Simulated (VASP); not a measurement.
Write the native input for VASP 6.6.1 that does the following.

```
Task                   : single point
Functional             : PBEsol
Dispersion             : D3(BJ)
Potentials or basis    : VASP PAW PBE potentials, release 64 (Cd, F)
Cutoff                 : 520 eV
k mesh                 : 9 × 9 × 9
Occupations            : fermi-dirac, width 0.05 eV
Spin                   : no spin polarisation
Dipole correction      : no
Further INCAR settings : ALGO = Normal; EDIFF = 1e-06; NBANDS = 20
```

The structure of CdF2 lies in POSCAR:

```
CdF2
1.0
    0.0000000000      2.6778571198      2.6778571198
    2.6778571198      0.0000000000      2.6778571198
    2.6778571198      2.6778571198      0.0000000000
Cd F
1 2
Direct
    0.0000000000      0.0000000000      0.0000000000
    0.7500000000      0.7500000000      0.7500000000
    0.2500000000      0.2500000000      0.2500000000
```

These files were run (other wordings do the same):

INCAR

```
PREC = Accurate ; ENCUT = 520
EDIFF = 1E-6 ; ISMEAR = -1
SIGMA = 0.05 ; LREAL = F
LASPH = T ; NELM = 100
ALGO = Normal ; ISIF = 2
LWAVE = F ; LCHARG = F
GGA = PS ; IVDW = 12
NBANDS = 20
```

KPOINTS

```
regular mesh
0
Gamma
  9 9 9
```

Potentials or basis: VASP PAW PBE potentials, release 64 (Cd, F).

Command:

```console
$ cat potpaw_PBE.64/Cd/POTCAR potpaw_PBE.64/F/POTCAR > POTCAR
$ mpirun -np 1 vasp_std > vasp.out
```

It gave:

```
Pressure                   : 0.9 GPa
Band gap on the k mesh     : 2.99 eV, indirect (least direct gap 3.43 eV)
Dispersion energy per atom : -0.139 eV
```

Caveat: the PAW data sets were made with another functional, which shifts forces and pressure a little.

Run time: 11 s on 1 thread of Intel(R) Xeon(R) 6975P-C (Granite Rapids), on a shared host, peak memory 0.18 GiB.
